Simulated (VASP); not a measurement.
Input of a VASP 6.6.1 run:

The input INCAR:

```
SYSTEM = CdS3
ALGO = Normal
EDIFF = 1E-7
EDIFFG = -0.01
ENCUT = 500
GGA = PE
GGA_COMPAT = .False.
IBRION = 2
ISIF = 3
ISMEAR = 0
LASPH = .True.
LCHARG = .False.
LREAL = .False.
LWAVE = .False.
NELM = 120
NELMIN = 4
NSW = 100
PREC = Accurate
SIGMA = 0.1
```

The input KPOINTS:

```
k-points
0
Gamma
  12 12 12
  0 0 0
```

POSCAR

```
CdS3
1.0
    0.0000000000      3.2975043752      3.2975043752
    3.2975043752      0.0000000000      3.2975043752
    3.2975043752      3.2975043752      0.0000000000
Cd S
1 3
Direct
    0.0000000000      0.0000000000      0.0000000000
    0.2500000000      0.2500000000      0.2500000000
    0.7500000000      0.7500000000      0.7500000000
    0.5000000000      0.5000000000      0.5000000000
```

Potentials or basis: VASP PAW PBE potentials, release 64 (Cd, S).

Command:

```console
$ cat potpaw_PBE.64/Cd/POTCAR potpaw_PBE.64/S/POTCAR > POTCAR
$ mpirun -np 1 vasp_std > vasp.out
```

Q: Predict the relaxed cell.

A: a = 4.680 Å, b = 4.680 Å, c = 4.680 Å, α = 60.00°, β = 60.00°, γ = 60.00°.

Q: Predict the space group after relaxing (to 0.05 Å).

A: Fm-3m (No. 225).

Q: Estimate the band gap on the k mesh.

A: Zero (band 15 reaches 5.39 eV, above the bottom of band 16 at 4.42 eV).

Step by step:
```
step  energy change (eV)  largest force (eV/Å)  pressure (GPa)  volume (Å³)
   1              0.0000                0.0000            0.76        71.71
   2             -0.0018                0.0000           -0.11        72.60
   3             -0.0018                0.0000            0.00        72.49
```
